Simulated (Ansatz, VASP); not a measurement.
InSb3 in VASP and in Ansatz

The input INCAR:

```
SYSTEM = InSb3
PREC = Accurate
ENCUT = 600
EDIFF = 1E-7
ISMEAR = -1
SIGMA = 0.05
LREAL = .FALSE.
LASPH = .TRUE.
NELM = 100
ALGO = Normal
ISIF = 3
LWAVE = .FALSE.
LCHARG = .FALSE.
GGA = PS
IBRION = 2
NSW = 60
EDIFFG = -0.01
```

KPOINTS

```
Automatic mesh
0
G
  6 6 6
  0 0 0
```

File POSCAR:

```
InSb3
1.0
    4.8063670000      0.0000000000      0.0000000000
    0.0000000000      4.8063670000      0.0000000000
    0.0000000000      0.0000000000      4.8063670000
Sb In
3 1
Direct
    0.5000000000      0.5000000000      0.0000000000
    0.0000000000      0.5000000000      0.5000000000
    0.5000000000      0.0000000000      0.5000000000
    0.0000000000      0.0000000000      0.0000000000
```

input.yaml

```yaml
crystal:
  lattice:
    - [4.806367, 0.0, 0.0]
    - [0.0, 4.806367, 0.0]
    - [0.0, 0.0, 4.806367]
  atoms:
    - { symbol: Sb, position: [0.5, 0.5, 0.0] }
    - { symbol: Sb, position: [0.0, 0.5, 0.5] }
    - { symbol: Sb, position: [0.5, 0.0, 0.5] }
    - { symbol: In, position: [0.0, 0.0, 0.0] }
hamiltonian:
  xc: pbesol
  pseudopotentials: { kind: paw }
kpoints:
  mp_grid: { grid: [6, 6, 6] }
scf:
  occupations: { method: fermi_dirac, width: 0.05 }
output:
  forces: true
  stress: true
  eigenvalues: true
  write_density: true
  write_potential: true
  elf: true
  volumetric_format: npy
relax:
  f_tol: 0.01
  max_steps: 40
  cell: { stress_tol: 0.05 }
```

Alike in both runs: task relaxation of cell and atoms; functional PBEsol; k mesh 6 × 6 × 6; occupations fermi-dirac, width 0.05 eV; no spin polarisation.

|  | VASP | Ansatz |
| --- | --- | --- |
| version | VASP 6.6.1 | Ansatz 0.2.0 |
| potentials or method | VASP PAW PBE potentials, release 64 (Sb, In_d) | Ansatz PAW |
| plane-wave cutoff (eV) | 600 | 420 |
| valence electrons in the cell | 28 | 58 |

|  | VASP | Ansatz | Ansatz less VASP |
| --- | --- | --- | --- |
| gap on the k mesh at the Fermi level, each at its own relaxed structure (eV) | none | none | - |
| relaxed volume (Å³/atom) | 26.39 | 26.39 | -0.003 |
| relaxed cell length with the largest relative difference (Å) | 4.726 | 4.726 | -0.0002 |

VASP's potentials were made for PBE, not for PBEsol. A gap of «none» marks a metal or a gap that the smearing closes. VASP's potentials hold 28 valence electrons a cell and Ansatz's 58, so a difference there can come from the potentials and not from the codes.

Neither program's run includes spin-orbit coupling. Noted on Ansatz's run: the plane-wave basis is chosen anew once the cell has moved, so the energies of steps on either side of that aren't comparable.
